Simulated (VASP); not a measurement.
Sn3TeO2:

```
Sn Te O
1.0
     3.50400    0.00000    0.00000
     0.00000    3.50400    0.00000
     0.00000    0.00000   10.47595
Sn Te O
3 1 2
Direct
  0.50000 0.50000 0.18374
  0.50000 0.50000 0.50000
  0.50000 0.50000 0.81625
  0.00000 0.00000 0.00000
  0.00000 0.00000 0.33426
  0.00000 0.00000 0.66574
```

The cell was built from a structure type or drawn by symmetry, and may not be a known phase.

```yaml
Program: VASP 6.6.1
Task: relaxation of cell and atoms
Functional: PBE
Potentials_or_basis: VASP PAW PBE potentials, release 64 (Sn_d, Te, O)
Cutoff: 600 eV
k_mesh: 6 × 6 × 2
Occupations: gaussian, width 0.1 eV
Spin: no spin polarisation
```

At the start: pressure -3.0 GPa; volume 21.44 Å³/atom.

**Question.** Where does the relaxation end?

**Answer.** Over 37 steps the energy falls by 314.9 meV/atom and the volume is 21.84 Å³/atom (+1.9 %); space group P4/mmm (No. 123, to 0.1 Å) before and after.

The path:
| step | energy change (eV) | largest force (eV/Å) | pressure (GPa) | volume (Å³) |
| --- | --- | --- | --- | --- |
| 1 | 0.0000 | 2.0625 | -3.00 | 128.62 |
| 2 | -0.4704 | 1.6640 | -0.48 | 121.30 |
| 3 | -0.7003 | 1.1106 | 3.67 | 113.80 |
| 4 | -0.7102 | 0.9422 | 5.31 | 111.59 |
| 5 | -1.0040 | 0.4834 | 2.72 | 114.94 |
| 6 | -1.1611 | 0.4374 | 0.12 | 120.63 |
| 7 | -1.1648 | 0.3611 | 0.28 | 120.04 |
| 8 | -1.2239 | 0.1299 | -0.44 | 120.96 |
| 9 | -1.2447 | 0.0986 | -1.00 | 121.66 |
| 10 | -1.2438 | 0.3700 | -1.95 | 122.91 |
| 11 | -1.2503 | 0.2135 | -1.42 | 122.20 |
| 12 | -1.2800 | 0.3930 | 0.69 | 118.49 |
| 13 | -1.2807 | 0.4248 | 1.11 | 117.80 |
| 14 | -1.3067 | 0.5530 | 1.62 | 117.11 |
| 15 | -1.3611 | 0.5681 | 3.73 | 114.90 |
| 16 | -1.3779 | 0.5688 | 3.69 | 115.13 |
| 17 | -1.4241 | 0.5696 | 3.85 | 115.79 |
| 18 | -1.4802 | 0.5068 | 4.58 | 117.02 |
| 19 | -1.4671 | 0.2249 | 7.26 | 119.11 |
| 20 | -1.4962 | 0.4561 | 5.49 | 117.84 |
| 21 | -1.6063 | 0.5175 | 3.82 | 121.42 |
| 22 | -1.7689 | 0.4470 | -0.28 | 132.49 |
| 23 | -1.7696 | 0.4400 | -0.45 | 133.05 |
| 24 | -1.7884 | 0.3748 | -0.31 | 132.98 |
| 25 | -1.8249 | 0.1875 | 0.11 | 132.74 |
| 26 | -1.8186 | 0.4305 | 0.83 | 132.17 |
| 27 | -1.8340 | 0.2723 | 0.47 | 132.49 |
| 28 | -1.8402 | 0.2130 | -0.23 | 133.54 |
| 29 | -1.8406 | 0.1875 | -0.53 | 134.01 |
| 30 | -1.8475 | 0.1763 | -0.48 | 133.66 |
| 31 | -1.8648 | 0.1373 | -0.30 | 132.59 |
| 32 | -1.8822 | 0.0544 | 0.16 | 130.47 |
| 33 | -1.8828 | 0.0334 | 0.28 | 129.97 |
| 34 | -1.8882 | 0.0680 | -0.18 | 131.20 |
| 35 | -1.8883 | 0.0739 | -0.25 | 131.41 |
| 36 | -1.8870 | 0.0200 | 0.61 | 130.52 |
| 37 | -1.8895 | 0.0356 | 0.12 | 131.04 |

Final structure:
```
Sn Te O
1.0
     3.13400    0.00000    0.00000
     0.00000    3.13400    0.00000
     0.00000    0.00000   13.34149
Sn Te O
3 1 2
Cartesian
  1.5670 1.5670 3.0874
  1.5670 1.5670 6.6707
  1.5670 1.5670 10.2541
  0.0000 0.0000 0.0000
  0.0000 0.0000 3.9856
  0.0000 0.0000 9.3558
```

Caveat: a cell axis changed by over 15 % at a fixed basis, so the end point is rough.
